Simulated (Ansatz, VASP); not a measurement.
**One calculation of AlAs, two programs**

```
CELL_PARAMETERS angstrom
0.00000 2.83790 2.83790
2.83790 0.00000 2.83790
2.83790 2.83790 0.00000
ATOMIC_POSITIONS crystal
Al 0.00000 0.00000 0.00000
As 0.25000 0.25000 0.25000
```

Alike in both runs: task single point; functional PBEsol; k mesh 6 × 6 × 6; occupations gaussian, width 0.1 eV; no spin polarisation.

|  | VASP | Ansatz |
| --- | --- | --- |
| version | VASP 6.6.1 | Ansatz 0.2.0 |
| potentials or method | VASP PAW PBE potentials, release 64 (Al, As), cutoff 500 eV | scalar-relativistic, plane waves, PAW |
| valence electrons in the cell | 8 | 18 |

Ansatz gave:

| Property | Result |
| --- | --- |
| gap on the k mesh at the Fermi level (eV) | 1.34 |
| least direct gap on the mesh (eV) | 1.90 |
| pressure (GPa) | 0.0 |

Task: What did VASP give for the same quantities?

Result: gap on the k mesh at the Fermi level (eV): 1.33; least direct gap on the mesh (eV): 1.92; pressure (GPa): 0.2.

VASP's potentials were made for PBE, not for PBEsol. VASP's potentials hold 8 valence electrons a cell and Ansatz's 18, so a difference there can come from the potentials and not from the codes.
